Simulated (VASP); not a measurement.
A run of VASP 6.6.1 is set up as follows.

The input INCAR:

```
SYSTEM = CdS
PREC     = Accurate       ! precision mode
ENCUT    = 520            ! plane-wave cutoff, eV
EDIFF    = 1E-6           ! SCF threshold, eV
ISMEAR   = -1             ! smearing method
SIGMA    = 0.08           ! smearing width, eV
LREAL    = .False.        ! projectors in reciprocal space
LASPH    = .True.         ! aspherical terms in the spheres
NELM     = 60             ! most SCF steps
ALGO     = Normal         ! electronic algorithm
ISIF     = 2              ! what is computed and relaxed
LWAVE    = .False.        ! write WAVECAR
LCHARG   = .True.         ! write CHGCAR
GGA      = PE             ! functional
LELF     = .True.         ! ELF
LVHAR    = .True.       
NBANDS   = 16             ! bands
```

The input KPOINTS:

```
Automatic mesh
0
Gamma
  15 15 15
  0 0 0
```

File POSCAR:

```
CdS
1.0
    0.0000000000      2.4398490424      2.4398490424
    2.4398490424      0.0000000000      2.4398490424
    2.4398490424      2.4398490424      0.0000000000
Cd S
1 1
Direct
    0.0000000000      0.0000000000      0.0000000000
    0.5000000000      0.5000000000      0.5000000000
```

Potentials or basis: VASP PAW PBE potentials, release 64 (Cd, S).

Run with:

```bash
$ cat potpaw_PBE.64/Cd/POTCAR potpaw_PBE.64/S/POTCAR > POTCAR
$ mpirun -np 1 vasp_std > vasp.out
```

(1) Predict the pressure.

Results:

(1) 61.1 GPa.
